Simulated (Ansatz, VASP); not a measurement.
NaI: VASP beside Ansatz

The input POSCAR:

```
NaI
1.0
    0.0000000000      3.2364000000      3.2364000000
    3.2364000000      0.0000000000      3.2364000000
    3.2364000000      3.2364000000      0.0000000000
Na I
1 1
Direct
    0.0000000000      0.0000000000      0.0000000000
    0.5000000000      0.5000000000      0.5000000000
```

Contents of INCAR.step1:

```
  PREC = Accurate
  ENCUT = 600
  ISMEAR = -1
  SIGMA = 0.02
  LREAL = False
  LASPH = True
  NELM = 100
  GGA = PE
  ALGO = Normal
  EDIFF = 1E-4
  LWAVE = True
  LCHARG = False
```

Contents of INCAR.step2:

```
  PREC = Accurate
  ENCUT = 600
  EDIFF = 1E-6
  ISMEAR = -1
  SIGMA = 0.02
  LREAL = False
  LASPH = True
  NELM = 100
  ALGO = Normal
  ISIF = 3
  LWAVE = False
  LCHARG = False
  METAGGA = R2SCAN
  LMIXTAU = True
  IBRION = 2
  NSW = 80
  EDIFFG = -0.01
  ISTART = 1
```

KPOINTS

```
regular mesh
0
Gamma
  8 8 8
```

Input for Ansatz:

```yaml
crystal:
  lattice:
    - [0.0, 3.2364, 3.2364]
    - [3.2364, 0.0, 3.2364]
    - [3.2364, 3.2364, 0.0]
  atoms:
    - { symbol: Na, position: [0.0, 0.0, 0.0] }
    - { symbol: I, position: [0.5, 0.5, 0.5] }
  symmetry: { tolerance: 0.0003 }
hamiltonian:
  xc: r2scan
  pseudopotentials: { kind: paw, azcp: { folder: soft_1 } }
basis:
  ecutwfc: 500
magnetization:
  spin_polarized: false
scf:
  occupations: { method: fermi_dirac, width: 0.02 }
kpoints:
  mp_grid: { grid: [8, 8, 8], shift: [0, 0, 0] }
output:
  forces: true
  stress: true
  eigenvalues: true
relax:
  max_steps: 60
  cell: {}
```

Alike in both runs: task relaxation of cell and atoms; functional r2SCAN; k mesh 8 × 8 × 8; occupations fermi-dirac, width 0.02 eV; no spin polarisation.

|  | VASP | Ansatz |
| --- | --- | --- |
| version | VASP 6.6.1 | Ansatz 0.2.0 |
| potentials or method | VASP PAW PBE potentials, release 64 (Na_pv, I), cutoff 600 eV | PAW plane waves |
| valence electrons in the cell | 14 | 26 |

|  | VASP | Ansatz | Ansatz less VASP |
| --- | --- | --- | --- |
| gap on the k mesh at the Fermi level, each at its own relaxed structure (eV) | 4.48 | 4.44 | -0.043 |
| relaxed volume (Å³/atom) | 33.46 | 33.81 | +0.351 |
| relaxed length of the cell vector where the two differ most in proportion (Å) | 4.557 | 4.573 | +0.0159 |

VASP's potentials were made for PBE, not for r2SCAN. VASP's potentials hold 14 valence electrons a cell and Ansatz's 26, so a difference there can come from the potentials and not from the codes.

Spin-orbit coupling is off throughout.
